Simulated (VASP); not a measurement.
# As (Pm-3m) in VASP: further runs

As is run at these levels: LDA; tasks: single point.

Everything below comes from runs of VASP 6.6.1. Logs are shortened: lines on timing, memory, paths and dates and some standing lists are left out, and cuts for length are marked.

## 1. The cell of the first run

It takes space group Pm-3m (No. 221, cubic). Conventional cell: a = 2.722 Å, b = 2.722 Å, c = 2.722 Å, α = 90.00°, β = 90.00°, γ = 90.00°. Within 3.6 Å of As (site symmetry m-3m) lie 6 As at 2.72 Å.

This isn't the form of As at room conditions, which is rhombohedral.

## 2. Single point, LDA

INCAR

```
SYSTEM = As
PREC = Accurate ; ENCUT = 510
EDIFF = 1E-6 ; ISMEAR = -1
SIGMA = 0.05 ; LREAL = .False.
LASPH = .True. ; NELM = 120
ALGO = Normal ; ISIF = 2
LWAVE = .False. ; LCHARG = .False.
NBANDS = 14 ; GGA_COMPAT = .False.
```

KPOINTS

```
regular mesh
0
Gamma
  10 10 10
  0 0 0
```

POSCAR

```
As
1.0
    2.7215874433      0.0000000000      0.0000000000
    0.0000000000      2.7215874433      0.0000000000
    0.0000000000      0.0000000000      2.7215874433
As
1
Direct
    0.5000000000      0.5000000000      0.5000000000
```

Potentials or basis: VASP PAW LDA potentials, release 64 (As_d).

On the command line:

```console
$ cat potpaw_LDA.64/As_d/POTCAR > POTCAR
$ mpirun -np 1 vasp_std > vasp.out
```

OUTCAR:

```text
SYSTEM = As
   PREC = Accurate
   ENCUT = 510
   EDIFF = 1E-6
   ISMEAR = -1
   LREAL = .False.
   LASPH = .True.
   NELM = 120
   ISIF = 2

 ion  position               nearest neighbor table
   1  0.500  0.500  0.500-

  LATTYP: Found a simple cubic cell.
 ALAT       =     2.7215874433

  Lattice vectors:

 A1 = (   2.7215874433,   0.0000000000,   0.0000000000)
 A2 = (   0.0000000000,   2.7215874433,   0.0000000000)
 A3 = (   0.0000000000,   0.0000000000,   2.7215874433)

Analysis of symmetry for initial positions (statically):
=====================================================================
 Subroutine PRICEL returns:
 Original cell was already a primitive cell.

 Routine SETGRP: Setting up the symmetry group for a
 simple cubic supercell.

 Subroutine GETGRP returns: Found 48 space group operations
 (whereof 48 operations were pure point group operations)
 out of a pool of 48 trial point group operations.

The static configuration has the point symmetry O_h .

Analysis of symmetry for dynamics (positions and initial velocities):
=====================================================================
 Subroutine PRICEL returns:
 Original cell was already a primitive cell.

 Routine SETGRP: Setting up the symmetry group for a
 simple cubic supercell.

 Subroutine GETGRP returns: Found 48 space group operations
 (whereof 48 operations were pure point group operations)
 out of a pool of 48 trial point group operations.

The dynamic configuration has the point symmetry O_h .

 Subroutine INISYM returns: Found 48 space group operations
 (whereof 48 operations are pure point group operations),
 and found     1 'primitive' translations

----------------------------------------------------------------------------------------

                                     Primitive cell

  volume of cell :      20.1589

  direct lattice vectors                    reciprocal lattice vectors
     2.721587443  0.000000000  0.000000000     0.367432618  0.000000000  0.000000000
     0.000000000  2.721587443  0.000000000     0.000000000  0.367432618  0.000000000
     0.000000000  0.000000000  2.721587443     0.000000000  0.000000000  0.367432618

  length of vectors
     2.721587443  2.721587443  2.721587443     0.367432618  0.367432618  0.367432618

  position of ions in fractional coordinates (direct lattice)
     0.500000000  0.500000000  0.500000000

  ion indices of the primitive-cell ions
   primitive index   ion index
                 1           1

----------------------------------------------------------------------------------------

 KPOINTS: regular mesh

Automatic generation of k-mesh.
 Grid dimensions read from file:
 generate k-points for:   10   10   10

 Generating k-lattice:

  Cartesian coordinates                     Fractional coordinates (reciprocal lattice)
     0.036743262  0.000000000  0.000000000     0.100000000  0.000000000  0.000000000
     0.000000000  0.036743262  0.000000000     0.000000000  0.100000000  0.000000000
     0.000000000  0.000000000  0.036743262     0.000000000  0.000000000  0.100000000

  Length of vectors
     0.036743262  0.036743262  0.036743262

  Shift w.r.t. Gamma in fractional coordinates (k-lattice)
     0.000000000  0.000000000  0.000000000

 Subroutine IBZKPT returns following result:
 ===========================================

 Found     56 irreducible k-points:

 Following reciprocal coordinates:
            Coordinates               Weight
  0.000000  0.000000  0.000000      1.000000
  0.100000  0.000000  0.000000      6.000000
  0.200000  0.000000  0.000000      6.000000
  0.300000  0.000000  0.000000      6.000000
  0.400000  0.000000  0.000000      6.000000
  0.500000  0.000000  0.000000      3.000000
[... 16 lines left out ...]
  0.200000  0.100000  0.100000     24.000000
  0.300000  0.100000  0.100000     24.000000
 [... further k-points ...]
   k-points           NKPTS =     56   k-points in BZ     NKDIM =     56   number of bands    NBANDS=     14
   number of dos      NEDOS =    301   number of ions     NIONS =      1
   total plane-waves  NPLWV =   8000
   dimension x,y,z NGX =    20 NGY =   20 NGZ =   20
   dimension x,y,z NGXF=    40 NGYF=   40 NGZF=   40
   ions per type =               1
   NGX,Y,Z   is equivalent  to a cutoff of  12.22, 12.22, 12.22 a.u.
   NGXF,Y,Z  is equivalent  to a cutoff of  24.43, 24.43, 24.43 a.u.
 SYSTEM =  As
   PREC   = accura    normal or accurate (medium, high low for compatibility)
   ISTART =      0    job   : 0-new  1-cont  2-samecut
   ICHARG =      2    charge: 1-file 2-atom 10-const
   ISPIN  =      1    spin polarized calculation?
   LNONCOLLINEAR =      F non collinear calculations
   LSORBIT =      F    spin-orbit coupling
   LASPH  =      T    aspherical Exc in radial PAW
   ENCUT  =  510.0 eV  37.48 Ry    6.12 a.u.   5.01  5.01  5.01*2*pi/ulx,y,z
   NELM   =    120;   NELMIN=  2; NELMDL= -5     # of ELM steps
   EDIFF  = 0.1E-05   stopping-criterion for ELM
   LREAL  =      F    real-space projection
[... 7 lines left out ...]
   TEBEG  =    0.0;   TEEND  =   0.0 temperature during run
   PSTRESS=    0.0 pullay stress
   NELECT =      15.0000    total number of electrons
   NUPDOWN=      -1.0000    fix difference up-down
   EMIN   =  10.00;   EMAX   =-10.00  energy-range for DOS
   EFERMI =   0.00;   METHOD = LEGACY
   ISMEAR =    -1;   SIGMA  =   0.05  broadening in eV -4-tet -1-fermi 0-gaus
   EFERMI_NEDOS =   21; number of points for ismear=-14 and -15
   IALGO  =     38    algorithm
   IMIX   =      4    mixing-type and parameters
     AMIX     =   0.40;   BMIX     =  1.00
     AMIX_MAG =   1.60;   BMIX_MAG =  1.00
  volume/ion in A,a.u.               =      20.16       136.04
  Fermi-wavevector in a.u.,A,eV,Ry     =   1.483484  2.803379 29.942691  2.200726
  Thomas-Fermi vector in A             =   2.597140
   LORBIT       =      0    0 simple, 1 ext, 2 COOP (PROOUT), +10 PAW based schemes
   GGA     = CA    functional components
   LHFCALC =     F    Hartree Fock is set to
   AEXX    =    0.0000 exact exchange contribution
   IVDW    =     0    specifies the selected vdW correction
   LEPSILON=     F    determine dielectric tensor
   LRPA    =     F    only Hartree local field effects (RPA)
 non-spin polarized calculation
  energy-cutoff  :      510.00
  volume of cell :       20.16
 maximum number of plane-waves:       552
   NGX = 11   NGY = 11   NGZ = 11

 number of electron      14.9999966 magnetization

 Free energy of the ion-electron system (eV)
  ---------------------------------------------------
  ext. energy  EPLUGINS =         0.00000000
  ---------------------------------------------------
  free energy    TOTEN  =        -5.31694498 eV

  energy without entropy =       -5.31457802  energy(sigma->0) =       -5.31576150

 E-fermi :   3.8241     XC(G=0): -11.3904

 val. band max:        3.7695221154   @ k =   0.5000   0.3000   0.3000
 cond. band min:       3.8577373221   @ k =   0.2000   0.2000   0.0000
 fundamental gap:      0.0882152067
 Fermi energy:         3.8241135630

 k-point     1 :       0.0000    0.0000    0.0000
  band No.  band energies     occupation
      1     -32.1847      2.00000
      2     -32.1847      2.00000
      3     -32.0868      2.00000
      4     -32.0868      2.00000
      5     -32.0868      2.00000
      6     -10.9081      2.00000
      7       7.9226      0.00000
      8       7.9226      0.00000
      9       7.9226      0.00000
     10      12.5738      0.00000
     11      12.5738      0.00000
     12      14.1405      0.00000
     13      30.5114      0.00000
     14      30.5139      0.00000

 k-point     2 :       0.1000    0.0000    0.0000
  band No.  band energies     occupation
      1     -32.1844      2.00000
      2     -32.1765      2.00000
      3     -32.0892      2.00000
      4     -32.0892      2.00000
      5     -32.0866      2.00000
      6     -10.7282      2.00000
      7       5.9554      0.00000
      8       8.0792      0.00000
      9       8.0792      0.00000
     10      12.7412      0.00000
     11      13.6282      0.00000
     12      15.5654      0.00000
     13      27.1271      0.00000
     14      27.1271      0.00000

 k-point     3 :       0.2000    0.0000    0.0000
  band No.  band energies     occupation
      1     -32.1834      2.00000
      2     -32.1551      2.00000
      3     -32.0954      2.00000
      4     -32.0954      2.00000
      5     -32.0861      2.00000
      6     -10.1987      2.00000
      7       2.9557      2.00000
      8       8.5254      0.00000
      9       8.5254      0.00000
     10      13.2326      0.00000
     11      14.3348      0.00000
     12      19.2469      0.00000
     13      23.9826      0.00000
     14      23.9826      0.00000
[... 324 lines left out ...]
 k-point    23 :       0.2000    0.1000    0.1000
  band No.  band energies     occupation
      1     -32.1710      2.00000
      2     -32.1503      2.00000
      3     -32.0978      2.00000
      4     -32.0976      2.00000
      5     -32.0909      2.00000
      6      -9.8391      2.00000
      7       3.2831      1.99996
      8       6.5995      0.00000
      9       6.9625      0.00000
     10      15.8723      0.00000
     11      16.2755      0.00000
     12      19.0814      0.00000
     13      21.3958      0.00000
     14      22.5207      0.00000

 k-point    24 :       0.3000    0.1000    0.1000
  band No.  band energies     occupation
      1     -32.1698      2.00000
      2     -32.1236      2.00000
      3     -32.1056      2.00000
      4     -32.1054      2.00000
      5     -32.0902      2.00000
      6      -9.0066      2.00000
      7       0.5516      2.00000
      8       7.2780      0.00000
      9       7.6967      0.00000
     10      16.2593      0.00000
     11      16.5584      0.00000
     12      18.8133      0.00000
     13      19.4223      0.00000
     14      24.4561      0.00000

 [... further k-points ...]

------------------------ aborting loop because EDIFF is reached ----------------------------------------

  FORCE on cell =-STRESS in cart. coord.  units (eV):
  Direction    XX          YY          ZZ          XY          YZ          ZX
  --------------------------------------------------------------------------------------
  -------------------------------------------------------------------------------------
  Total       -0.5482743     -0.5482743     -0.5482743      0.0000000      0.0000000     -0.0000000
  in kB      -43.5754218    -43.5754218    -43.5754218      0.0000000      0.0000000     -0.0000000
  external PRESSURE =     -43.5754218 kB  Pullay stress =       0.0000000 kB

 VOLUME and BASIS-vectors are now :
 -----------------------------------------------------------------------------
  energy-cutoff  :      510.00
  volume of cell :       20.16
      direct lattice vectors                 reciprocal lattice vectors
     2.721587443  0.000000000  0.000000000     0.367432618  0.000000000  0.000000000
     0.000000000  2.721587443  0.000000000     0.000000000  0.367432618  0.000000000
     0.000000000  0.000000000  2.721587443     0.000000000  0.000000000  0.367432618

 POSITION                                       TOTAL-FORCE (eV/Angst)
 -----------------------------------------------------------------------------------
      1.36079      1.36079      1.36079         0.000000      0.000000      0.000000
 -----------------------------------------------------------------------------------
    total drift:                               -0.000000      0.000000     -0.000000

  FREE ENERGIE OF THE ION-ELECTRON SYSTEM (eV)
  ---------------------------------------------------
  free  energy   TOTEN  =        -5.3169449834 eV

  energy  without entropy=       -5.3145780163  energy(sigma->0) =       -5.31576150
```

Run time: 6.4 s. Hardware: 1 thread of Intel Xeon Platinum 8375C at 2.90GHz (Ice Lake), shared host; peak memory 0.12 GiB.

What came out:

```yaml
Free_energy: -5.3169 eV
Pressure: -4.4 GPa
Band_gap_on_the_k_mesh: zero (an odd number of electrons rules out a gap without spin polarisation)
```

Levels at points of the mesh, in eV from the Fermi level:
```tsv
k point	band 3	band 4	band 5	band 6	band 7	band 8	band 9	band 10	band 11	band 12
(0.00, 0.00, 0.00)	-35.91	-35.91	-35.91	-14.73	4.10	4.10	4.10	8.75	8.75	10.32
(0.50, 0.00, 0.00)	-35.94	-35.92	-35.91	-11.69	-6.69	6.29	6.29	11.53	13.99	14.69
(0.50, 0.50, 0.00)	-35.93	-35.93	-35.87	-8.54	-4.08	-4.08	2.67	8.35	16.82	18.04
(0.50, 0.50, 0.50)	-35.96	-35.87	-35.87	-5.10	-1.70	-1.70	-1.70	6.12	6.12	6.12
```

Caveat: the cell stands under tension.

## 3. Single point, LDA

INCAR

```
SYSTEM = As
ALGO = Normal ; EDIFF = 1E-6
ENCUT = 510 ; GGA = CA
GGA_COMPAT = .FALSE. ; ISIF = 2
ISMEAR = -1 ; LASPH = .TRUE.
LCHARG = .FALSE. ; LREAL = .FALSE.
LWAVE = .FALSE. ; NBANDS = 14
NELM = 120 ; PREC = Accurate
SIGMA = 0.05
```

KPOINTS

```
k-points
0
G
  10 10 10
  0 0 0
```

POSCAR is that of step 2.

Potentials or basis: VASP PAW LDA potentials, release 64 (As_d).

On the command line:

```console
$ cat potpaw_LDA.64/As_d/POTCAR > POTCAR
$ mpirun -np 1 vasp_std > vasp.out
```

Wall time 5 s (1 thread of Intel Xeon Platinum 8488C (Sapphire Rapids), shared host); peak memory 0.12 GiB.

It converged, with:

```yaml
Free_energy: -5.3169 eV
Pressure: -4.4 GPa
Band_gap_on_the_k_mesh: zero (an odd number of electrons rules out a gap without spin polarisation)
```

Levels at points of the mesh, in eV from the Fermi level:
```tsv
k point	band 3	band 4	band 5	band 6	band 7	band 8	band 9	band 10	band 11	band 12
(0.00, 0.00, 0.00)	-35.91	-35.91	-35.91	-14.73	4.10	4.10	4.10	8.75	8.75	10.32
(0.50, 0.00, 0.00)	-35.94	-35.92	-35.91	-11.69	-6.69	6.29	6.29	11.53	13.99	14.69
(0.50, 0.50, 0.00)	-35.93	-35.93	-35.87	-8.54	-4.08	-4.08	2.67	8.35	16.82	18.04
(0.50, 0.50, 0.50)	-35.96	-35.87	-35.87	-5.10	-1.70	-1.70	-1.70	6.12	6.12	6.12
```

Caveat: the cell stands under tension.

The gap in the log of VASP goes by the Fermi energy; the results here count the filled bands.